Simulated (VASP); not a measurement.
# O in VASP: notebook

The runs below take O through single point, relaxation of the atoms, with PBE.

All numbers are computed with VASP 6.6.1; they aren't measurements. Logs are shortened: lines on timing, memory, paths and dates and some standing lists are left out, and cuts for length are marked.

### 1 The cell of the first run

The cell holds an amorphous packing of atoms, 12 atoms: a = 7.157 Å, b = 7.157 Å, c = 7.157 Å, α = 90.00°, β = 90.00°, γ = 90.00°.

### 2 Single point, PBE, collinear spin, ferromagnetic start

INCAR reads:

```
PREC = Accurate
ENCUT = 520
EDIFF = 1E-6
ISMEAR = -1
SIGMA = 0.02
LREAL = F
LASPH = T
NELM = 150
ALGO = Normal
ISIF = 2
LWAVE = F
LCHARG = F
ISPIN = 2
MAGMOM = 1 1 1 1 1 1 1 1 1 1 1 1
LORBIT = 11
GGA = PE
NBANDS = 52
```

KPOINTS reads:

```
regular mesh
0
Gamma
  1 1 1
```

POSCAR reads:

```
O
1.0
    7.1569970000      0.0000000000      0.0000000000
    0.0000000000      7.1569970000      0.0000000000
    0.0000000000      0.0000000000      7.1569970000
O
12
Direct
   -0.0272213118      0.6679825815      0.5051912421
    0.0956482112      0.7802994885      0.4675421124
    0.7246454147      0.0676446059      0.4563660765
    0.8324256401      0.1961802800      0.4864069004
    0.2659556449      0.5872487926      0.1089097685
    0.2032942140      0.6830512286     -0.0173511270
    0.5735607616      0.6176881089      0.7651645609
    0.5077432064      0.5297675493      0.6349837249
    0.2997583879      0.1551061888      0.6409942219
    0.2579348131      0.1232855640      0.8033149683
    0.8154793905      0.8640073445      0.0772580484
    0.8300835275      0.9240439674     -0.0817277973
```

Potentials or basis: VASP PAW PBE potentials, release 64 (O).

On the command line:

```sh
$ cat potpaw_PBE.64/O/POTCAR > POTCAR
$ mpirun -np 1 vasp_gam > vasp.out
```

OUTCAR:

```text
PREC = Accurate
   ENCUT = 520
   EDIFF = 1E-6
   ISMEAR = -1
   LREAL = F
   LASPH = T
   NELM = 150
   ISIF = 2
   ISPIN = 2
   LORBIT = 11
   GGA = PE

 ion  position               nearest neighbor table
   1  0.973  0.668  0.505-   2 1.22
   2  0.096  0.780  0.468-   1 1.22
   3  0.725  0.068  0.456-   4 1.22
   4  0.832  0.196  0.486-   3 1.22
   5  0.266  0.587  0.109-   6 1.22
   6  0.203  0.683  0.983-   5 1.22
   7  0.574  0.618  0.765-   8 1.22
   8  0.508  0.530  0.635-   7 1.22
   9  0.300  0.155  0.641-  10 1.22
  10  0.258  0.123  0.803-   9 1.22
  11  0.815  0.864  0.077-  12 1.22
  12  0.830  0.924  0.918-  11 1.22

  LATTYP: Found a simple cubic cell.
 ALAT       =     7.1569970000

  Lattice vectors:

 A1 = (   7.1569970000,   0.0000000000,   0.0000000000)
 A2 = (   0.0000000000,   7.1569970000,   0.0000000000)
 A3 = (   0.0000000000,   0.0000000000,   7.1569970000)

Analysis of symmetry for initial positions (statically):
=====================================================================
 Subroutine PRICEL returns:
 Original cell was already a primitive cell.

 Routine SETGRP: Setting up the symmetry group for a
 simple cubic supercell.

 Subroutine GETGRP returns: Found  1 space group operations
 (whereof  1 operations were pure point group operations)
 out of a pool of 48 trial point group operations.

The static configuration has the point symmetry C_1 .

Analysis of symmetry for dynamics (positions and initial velocities):
=====================================================================
 Subroutine PRICEL returns:
 Original cell was already a primitive cell.

 Routine SETGRP: Setting up the symmetry group for a
 simple cubic supercell.

 Subroutine GETGRP returns: Found  1 space group operations
 (whereof  1 operations were pure point group operations)
 out of a pool of 48 trial point group operations.

The dynamic configuration has the point symmetry C_1 .

Analysis of structural, dynamic, and magnetic symmetry:
=====================================================================
 Subroutine PRICEL returns:
 Original cell was already a primitive cell.

 Routine SETGRP: Setting up the symmetry group for a
 simple cubic supercell.

 Subroutine GETGRP returns: Found  1 space group operations
 (whereof  1 operations were pure point group operations)
 out of a pool of 48 trial point group operations.

The overall configuration has the point symmetry C_1 .

 Subroutine INISYM returns: Found  1 space group operations
 (whereof  1 operations are pure point group operations),
 and found     1 'primitive' translations

----------------------------------------------------------------------------------------

                                     Primitive cell

  volume of cell :     366.6000

  direct lattice vectors                    reciprocal lattice vectors
     7.156997000  0.000000000  0.000000000     0.139723406  0.000000000  0.000000000
     0.000000000  7.156997000  0.000000000     0.000000000  0.139723406  0.000000000
     0.000000000  0.000000000  7.156997000     0.000000000  0.000000000  0.139723406

  length of vectors
     7.156997000  7.156997000  7.156997000     0.139723406  0.139723406  0.139723406

  position of ions in fractional coordinates (direct lattice)
     0.972778688  0.667982581  0.505191242
     0.095648211  0.780299488  0.467542112
     0.724645415  0.067644606  0.456366076
     0.832425640  0.196180280  0.486406900
     0.265955645  0.587248793  0.108909768
     0.203294214  0.683051229  0.982648873
     0.573560762  0.617688109  0.765164561
     0.507743206  0.529767549  0.634983725
     0.299758388  0.155106189  0.640994222
     0.257934813  0.123285564  0.803314968
     0.815479391  0.864007345  0.077258048
     0.830083528  0.924043967  0.918272203

  ion indices of the primitive-cell ions
   primitive index   ion index
                 1           1
                 2           2
                 3           3
                 4           4
                 5           5
                 6           6
                 7           7
                 8           8
                 9           9
[... 47 lines left out ...]
   LSORBIT =      F    spin-orbit coupling
   LASPH  =      T    aspherical Exc in radial PAW
   ENCUT  =  520.0 eV  38.22 Ry    6.18 a.u.  13.31 13.31 13.31*2*pi/ulx,y,z
   NELM   =    150;   NELMIN=  2; NELMDL= -5     # of ELM steps
   EDIFF  = 0.1E-05   stopping-criterion for ELM
   LREAL  =      F    real-space projection
   EDIFFG = 0.1E-04   stopping-criterion for IOM
   NSW    =      0    number of steps for IOM
   IBRION =     -1    ionic relax: 0-MD 1-quasi-New 2-CG
   NFREE  =      0    steps in history (QN), initial steepest desc. (CG)
   ISIF   =      2    stress and relaxation
   ISYM   =      2    0-nonsym 1-usesym 2-fastsym
   POTIM  = 0.5000    time-step for ionic-motion
   TEBEG  =    0.0;   TEEND  =   0.0 temperature during run
   PSTRESS=    0.0 pullay stress
   NELECT =      72.0000    total number of electrons
   NUPDOWN=      -1.0000    fix difference up-down
   EMIN   =  10.00;   EMAX   =-10.00  energy-range for DOS
   EFERMI =   0.00;   METHOD = LEGACY
   ISMEAR =    -1;   SIGMA  =   0.02  broadening in eV -4-tet -1-fermi 0-gaus
   EFERMI_NEDOS =   21; number of points for ismear=-14 and -15
   IALGO  =     38    algorithm
   IMIX   =      4    mixing-type and parameters
     AMIX     =   0.40;   BMIX     =  1.00
     AMIX_MAG =   1.60;   BMIX_MAG =  1.00
  volume/ion in A,a.u.               =      30.55       206.16
  Fermi-wavevector in a.u.,A,eV,Ry     =   0.951601  1.798265 12.320677  0.905544
  Thomas-Fermi vector in A             =   2.080086
   LORBIT       =     11    0 simple, 1 ext, 2 COOP (PROOUT), +10 PAW based schemes
   GGA     = PE    functional components
   LHFCALC =     F    Hartree Fock is set to
   AEXX    =    0.0000 exact exchange contribution
   IVDW    =     0    specifies the selected vdW correction
   LEPSILON=     F    determine dielectric tensor
   LRPA    =     F    only Hartree local field effects (RPA)
 spin polarized calculation
  energy-cutoff  :      520.00
  volume of cell :      366.60
 maximum number of plane-waves:      4922
 NGX is ok and might be reduce to    54
   NGX = 27   NGY = 27   NGZ = 27

 number of electron      72.0000001 magnetization      12.0000003

 Free energy of the ion-electron system (eV)
  ---------------------------------------------------
  ext. energy  EPLUGINS =         0.00000000
  ---------------------------------------------------
  free energy    TOTEN  =       -59.34492970 eV

  energy without entropy =      -59.34492970  energy(sigma->0) =      -59.34492970

 E-fermi :  -3.9130     XC(G=0):  -5.1992

 val. band max:       -4.3846481337   @ k =   0.0000   0.0000   0.0000
 cond. band min:      -2.4783817389   @ k =   0.0000   0.0000   0.0000
 fundamental gap:      1.9062663947
 Fermi energy:        -3.9129615518

 spin component 1

 k-point     1 :       0.0000    0.0000    0.0000
  band No.  band energies     occupation
      1     -30.5190      1.00000
      2     -30.4901      1.00000
      3     -30.4691      1.00000
      4     -30.4494      1.00000
      5     -30.4361      1.00000
      6     -30.4209      1.00000
[... 40 lines left out ...]
     47       3.7240      0.00000
     48       3.8467      0.00000
 Fermi energy:        -3.9129615518

 spin component 2

 k-point     1 :       0.0000    0.0000    0.0000
  band No.  band energies     occupation
      1     -29.3150      1.00000
      2     -29.2850      1.00000
      3     -29.2639      1.00000
      4     -29.2430      1.00000
      5     -29.2296      1.00000
      6     -29.2134      1.00000
[... 40 lines left out ...]
     47       4.1377      0.00000
     48       4.2428      0.00000
 [bands above 48 left out]

------------------------ aborting loop because EDIFF is reached ----------------------------------------

  FORCE on cell =-STRESS in cart. coord.  units (eV):
  Direction    XX          YY          ZZ          XY          YZ          ZX
  --------------------------------------------------------------------------------------
  -------------------------------------------------------------------------------------
  Total        1.4217291      1.9691271      3.3057442      1.2079854     -0.4111844      0.2364170
  in kB        6.2134801      8.6058112     14.4473211      5.2793417     -1.7970273      1.0332293
  external PRESSURE =       9.7555375 kB  Pullay stress =       0.0000000 kB

 VOLUME and BASIS-vectors are now :
 -----------------------------------------------------------------------------
  energy-cutoff  :      520.00
  volume of cell :      366.60
      direct lattice vectors                 reciprocal lattice vectors
     7.156997000  0.000000000  0.000000000     0.139723406  0.000000000  0.000000000
     0.000000000  7.156997000  0.000000000     0.000000000  0.139723406  0.000000000
     0.000000000  0.000000000  7.156997000     0.000000000  0.000000000  0.139723406

 POSITION                                       TOTAL-FORCE (eV/Angst)
 -----------------------------------------------------------------------------------
      6.96217      4.78075      3.61565        -0.614470     -0.593069      0.187429
      0.68455      5.58460      3.34620         0.617502      0.572935     -0.162644
      5.18629      0.48413      3.26621        -0.663313     -0.758147     -0.161448
      5.95767      1.40406      3.48121         0.655169      0.787297      0.183226
      1.90344      4.20294      0.77947         0.373979     -0.583520      0.727836
      1.45498      4.88860      7.03282        -0.362259      0.548083     -0.729209
      4.10497      4.42079      5.47628         0.427400      0.533048      0.781797
      3.63392      3.79154      4.54458        -0.402582     -0.529182     -0.825126
      2.14537      1.11009      4.58759         0.207957      0.141567     -0.877477
      1.84604      0.88235      5.74932        -0.225539     -0.163211      0.878480
      5.83638      6.18370      0.55294        -0.100787     -0.318593      0.843901
      5.94091      6.61338      6.57207         0.086943      0.362791     -0.846765
 -----------------------------------------------------------------------------------
    total drift:                               -0.000732      0.001151      0.000632

  FREE ENERGIE OF THE ION-ELECTRON SYSTEM (eV)
  ---------------------------------------------------
  free  energy   TOTEN  =       -59.3449296962 eV

  energy  without entropy=      -59.3449296962  energy(sigma->0) =      -59.34492970

 total charge

# of ion       s       p       d       tot
------------------------------------------
    1        1.612   3.292   0.000   4.904
    2        1.612   3.293   0.000   4.905
    3        1.612   3.296   0.000   4.908
    4        1.612   3.296   0.000   4.907
    5        1.612   3.295   0.000   4.907
    6        1.612   3.297   0.000   4.909
    7        1.612   3.298   0.000   4.910
    8        1.612   3.296   0.000   4.908
    9        1.612   3.293   0.000   4.905
   10        1.611   3.294   0.000   4.906
   11        1.612   3.295   0.000   4.906
   12        1.612   3.295   0.000   4.906
--------------------------------------------------
tot         19.342  39.540   0.000  58.882

 magnetization (x)

# of ion       s       p       d       tot
------------------------------------------
    1        0.010   0.799   0.000   0.810
    2        0.010   0.798   0.000   0.809
    3        0.010   0.800   0.000   0.810
    4        0.010   0.798   0.000   0.808
    5        0.010   0.800   0.000   0.810
    6        0.010   0.797   0.000   0.807
    7        0.010   0.798   0.000   0.808
    8        0.010   0.799   0.000   0.810
    9        0.011   0.803   0.000   0.813
   10        0.010   0.797   0.000   0.807
   11        0.010   0.799   0.000   0.809
   12        0.010   0.800   0.000   0.810
--------------------------------------------------
tot          0.124   9.588   0.000   9.712
```

Run time: 73 s. Hardware: 1 thread of Intel Xeon Platinum 8259CL at 2.50GHz (Skylake/Cascade Lake), shared host; peak memory 0.47 GiB.

Results:

```yaml
Free_energy: -59.3449 eV
Pressure: 1.0 GPa
Largest_force: 1.060 eV/Å
Band_gap_on_the_k_mesh: 1.91 eV
Net_moment: 12.00 μB per cell
Site_moments: O +0.81 μB
Valence_electrons_inside_the_program's_atomic_spheres: O 4.90, 4.91
```

Forces in eV/Å, atoms in the order of the input:
```
O   -0.614 -0.593  0.187
O    0.618  0.573 -0.163
O   -0.663 -0.758 -0.161
O    0.655  0.787  0.183
O    0.374 -0.584  0.728
O   -0.362  0.548 -0.729
O    0.427  0.533  0.782
O   -0.403 -0.529 -0.825
O    0.208  0.142 -0.877
O   -0.226 -0.163  0.878
O   -0.101 -0.319  0.844
O    0.087  0.363 -0.847
```

Levels at points of the mesh, in eV from the valence-band top:
Spin up:
| k point | band 40 | band 41 | band 42 | band 43 | band 44 | band 45 |
| --- | --- | --- | --- | --- | --- | --- |
| (0.00, 0.00, 0.00) | -0.10 | -0.04 | 0.00 | 5.74 | 7.42 | 7.58 |
Spin down:
| k point | band 28 | band 29 | band 30 | band 31 | band 32 | band 33 |
| --- | --- | --- | --- | --- | --- | --- |
| (0.00, 0.00, 0.00) | -4.68 | -4.67 | -4.56 | 1.91 | 1.97 | 2.01 |

Caveat: the k points lie up to 0.88 Å⁻¹ apart; the standard files for N, O and F lose accuracy on very short bonds.

### 3 Single point, PBE, collinear spin, ferromagnetic start

INCAR reads:

```
SYSTEM = O
PREC = Accurate ; ENCUT = 520
EDIFF = 1E-7 ; ISMEAR = -1
SIGMA = 0.02 ; LREAL = .FALSE.
LASPH = .TRUE. ; NELM = 150
ALGO = Normal ; ISIF = 2
LWAVE = .FALSE. ; LCHARG = .TRUE.
ISPIN = 2 ; MAGMOM = 0.56 0.56 0.56 0.56 0.56 0.56 0.56 0.56 0.56 0.56 0.56 0.56
LORBIT = 11 ; GGA = PE
LELF = .TRUE. ; LVHAR = .TRUE.
NBANDS = 52
```

KPOINTS reads:

```
Automatic mesh
0
G
  1 1 1
  0 0 0
```

POSCAR reads:

```
O
1.0
    7.1569970000      0.0000000000      0.0000000000
    0.0000000000      7.1569970000      0.0000000000
    0.0000000000      0.0000000000      7.1569970000
O
12
Direct
    0.0530809221      0.6975411615      0.5032417926
    0.1693168238      0.7714548434      0.4079923465
    0.7390529855      0.0228447769      0.4895069818
    0.7672631412      0.1907643667      0.5150484204
    0.2750315530      0.5546739785      0.0658236967
    0.2082996542      0.6842394932     -0.0196870280
    0.5664386893      0.6308511796      0.7441109728
    0.5067209054      0.5121561459      0.6402266202
    0.2100322244      0.1771553069      0.7165156000
    0.2439011781      0.0762051458      0.8514185489
    0.8089146887      0.8948585559      0.1421685660
    0.7638958071      0.9164737669     -0.0183177386
```

Potentials or basis: VASP PAW PBE potentials, release 64 (O).

On the command line:

```sh
$ cat potpaw_PBE.64/O/POTCAR > POTCAR
$ mpirun -np 1 vasp_gam > vasp.out
```

Run time: 95 s. Hardware: 1 thread of Intel Xeon Platinum 8259CL at 2.50GHz (Skylake/Cascade Lake), shared host; peak memory 0.47 GiB.

The run converged. Its results:

```
Free energy                                           : -59.1957 eV
Pressure                                              : 1.7 GPa
Largest force                                         : 2.837 eV/Å
Band gap on the k mesh                                : 1.85 eV
Net moment                                            : 12.00 μB per cell
Site moments                                          : O +0.81, +0.80 μB
Valence electrons inside the program's atomic spheres : O 4.94, 4.89, 4.92, 4.93
```

Forces on the atoms (eV/Å):
```
O   -1.952 -1.273  1.618
O    1.952  1.287 -1.539
O   -0.057 -0.040  0.170
O    0.030  0.088  0.010
O    0.728 -1.467  0.912
O   -0.757  1.379 -0.922
O    0.776  1.445  1.230
O   -0.743 -1.438 -1.288
O   -0.061  0.139 -0.192
O    0.055 -0.100  0.181
O    0.672 -0.359  2.198
O   -0.643  0.339 -2.376
```

Stress tensor (GPa, compression positive):
```
 1.04  0.33  0.12
 0.33  1.52 -0.37
 0.12 -0.37  2.58
```

Levels at points of the mesh, in eV from the valence-band top:
Spin up:
```tsv
k point	band 40	band 41	band 42	band 43	band 44	band 45
(0.00, 0.00, 0.00)	-0.06	-0.02	0.00	5.61	7.36	7.52
```
Spin down:
```tsv
k point	band 28	band 29	band 30	band 31	band 32	band 33
(0.00, 0.00, 0.00)	-4.77	-4.73	-4.71	1.85	1.88	1.90
```

Caveat: the k points lie up to 0.88 Å⁻¹ apart; the standard files for N, O and F lose accuracy on very short bonds.

### 4 Single point, PBE, collinear spin, ferromagnetic start

INCAR reads:

```
PREC = Accurate
ENCUT = 520
EDIFF = 1E-7
ISMEAR = -1
SIGMA = 0.02
LREAL = F
LASPH = T
NELM = 150
ALGO = Normal
ISIF = 2
LWAVE = F
LCHARG = F
ISPIN = 2
MAGMOM = 0.56 0.56 0.56 0.56 0.56 0.56 0.56 0.56 0.56 0.56 0.56 0.56
LORBIT = 11
GGA = PE
NBANDS = 52
```

KPOINTS reads:

```
regular mesh
0
Gamma
  1 1 1
```

POSCAR reads:

```
O
1.0
    7.1569970000      0.0000000000      0.0000000000
    0.0000000000      7.1569970000      0.0000000000
    0.0000000000      0.0000000000      7.1569970000
O
12
Direct
    0.0601928435      0.7081880850      0.5486798444
    0.1357412893      0.8279310443      0.4471009279
    0.6956129785      0.0060779682      0.5676962000
    0.7469333856      0.1592986556      0.5116810864
    0.2749896360      0.5327653484      0.0344138750
    0.1522985129      0.6508735438      0.0164454449
    0.6061620537      0.6145314858      0.7682412051
    0.5081880012      0.5470730252      0.6409671542
    0.1369848276      0.2104653670      0.7321785939
    0.2255694672      0.0790415310      0.7883194586
    0.8061900822      0.8799221238      0.1348750041
    0.7668719157      0.9013976113     -0.0285454919
```

On the command line:

```sh
$ cat potpaw_PBE.64/O/POTCAR > POTCAR
$ mpirun -np 1 vasp_gam > vasp.out
```

It took 82 s on 1 thread of Intel Xeon Platinum 8259CL at 2.50GHz (Skylake/Cascade Lake), shared host; peak memory 0.47 GiB.

Results (log left out):

```yaml
Free_energy: -59.2856 eV
Pressure: 0.6 GPa
Largest_force: 2.401 eV/Å
Band_gap_on_the_k_mesh: 1.81 eV
Net_moment: 12.00 μB per cell
Site_moments: O +0.81, +0.82 μB
Valence_electrons_inside_the_program's_atomic_spheres: O 4.87, 4.90, 4.93, 4.92
```

Forces on the atoms (eV/Å):
```
O    0.425  0.646 -0.570
O   -0.416 -0.691  0.550
O   -0.219 -0.602  0.195
O    0.184  0.635 -0.240
O    0.373 -0.388  0.096
O   -0.370  0.358 -0.067
O   -0.539 -0.440 -0.767
O    0.519  0.340  0.661
O   -1.260  1.875 -0.798
O    1.288 -1.845  0.840
O    0.341 -0.181  1.561
O   -0.326  0.293 -1.462
```

Stress tensor (GPa, compression positive):
```
 0.30 -0.83  0.37
-0.83  0.89 -0.40
 0.37 -0.40  0.58
```

Levels at points of the mesh, in eV from the valence-band top:
Spin up:
```
           k point  band 39  band 40  band 41  band 42  band 43  band 44  band 45  band 46
(0.00, 0.00, 0.00)    -0.06    -0.05    -0.03     0.00     5.71     7.34     7.62     7.96
```
Spin down:
```csv
k point,band 28,band 29,band 30,band 31,band 32,band 33
"(0.00, 0.00, 0.00)",-4.52,-4.47,-4.43,1.81,1.86,1.89
```

Caveat: the k points lie up to 0.88 Å⁻¹ apart; the standard files for N, O and F lose accuracy on very short bonds.

[end of part 1 of 2]
